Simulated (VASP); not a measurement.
Here is a VASP 6.6.1 calculation.

The input INCAR:

```
PREC     = Accurate       # precision mode
ENCUT    = 500            # plane-wave cutoff, eV
EDIFF    = 1E-7           # SCF threshold, eV
ISMEAR   = -1             # smearing method
SIGMA    = 0.02           # smearing width, eV
LREAL    = F              # projectors in reciprocal space
LASPH    = T              # aspherical terms in the spheres
NELM     = 120            # most SCF steps
ALGO     = Normal         # electronic algorithm
ISIF     = 3              # what is computed and relaxed
LWAVE    = F              # write WAVECAR
LCHARG   = F              # write CHGCAR
GGA      = PE             # functional
IBRION   = 2              # ionic algorithm
NSW      = 80             # ionic steps
EDIFFG   = -0.005         # ionic threshold
GGA_COMPAT= F            
NELMIN   = 4
```

KPOINTS

```
Automatic mesh
0
Gamma
  12 12 4
```

Contents of POSCAR:

```
PbS
1.0
    3.7528912500      0.0000000000      0.0000000000
   -1.8764456250      3.2500991601      0.0000000000
    0.0000000000      0.0000000000      6.1172127375
Pb S
2 2
Direct
    0.0000000000      0.0000000000      0.0000000000
    0.0000000000      0.0000000000      0.5000000000
    0.3333333333      0.6666666667      0.2500000000
    0.6666666667      0.3333333333      0.7500000000
```

Potentials or basis: VASP PAW PBE potentials, release 64 (Pb_d, S).

Command:

```sh
$ cat potpaw_PBE.64/Pb_d/POTCAR potpaw_PBE.64/S/POTCAR > POTCAR
$ mpirun -np 1 vasp_std > vasp.out
```

(1) Estimate the relaxed volume.

(2) Predict the band gap on the k mesh.

Results:

(1) 27.44 Å³/atom.

(2) 0.01 eV.

Caveat: the volume moved by over 15 % at a fixed basis, so the end points are rough; spin-orbit coupling is left out, which moves the levels of the heavy elements.
